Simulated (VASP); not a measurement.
A run of VASP 6.6.1 is set up as follows.

Contents of INCAR:

```
PREC = Accurate
ENCUT = 520
EDIFF = 1E-6
ISMEAR = 0
SIGMA = 0.05
LREAL = F
LASPH = T
NELM = 100
ALGO = Normal
ISIF = 2
LWAVE = F
LCHARG = F
GGA = PE
NBANDS = 26
```

KPOINTS

```
regular mesh
0
Gamma
  6 6 10
```

The input POSCAR:

```
BN
1.0
    4.4226829661      0.0000000000      0.0000000000
    0.0000000000      4.4226829661      0.0000000000
    0.0000000000      0.0000000000      2.2433000000
B N
4 4
Direct
    0.1742811368      0.8257188632      0.5000000000
    0.3257188632      0.3257188632      0.0000000000
    0.6742811368      0.6742811368      0.0000000000
    0.8257188632      0.1742811368      0.5000000000
    0.8126115048      0.8126115048      0.5000000000
    0.3126115048      0.6873884952      0.0000000000
    0.6873884952      0.3126115048      0.0000000000
    0.1873884952      0.1873884952      0.5000000000
```

Potentials or basis: VASP PAW PBE potentials, release 64 (B, N).

Command:

```console
$ cat potpaw_PBE.64/B/POTCAR potpaw_PBE.64/N/POTCAR > POTCAR
$ mpirun -np 1 vasp_std > vasp.out
```

(1) Estimate the band gap on the k mesh.

(2) What does it give for the pressure?

(3) Predict the largest force.

Answers

(1) 4.07 eV, indirect (least direct gap 5.68 eV).

(2) 70.0 GPa.

(3) 1.715 eV/Å.

Caveat: forces of over 1 eV/Å act on the atoms, so gaps and moduli don't describe the material at rest.
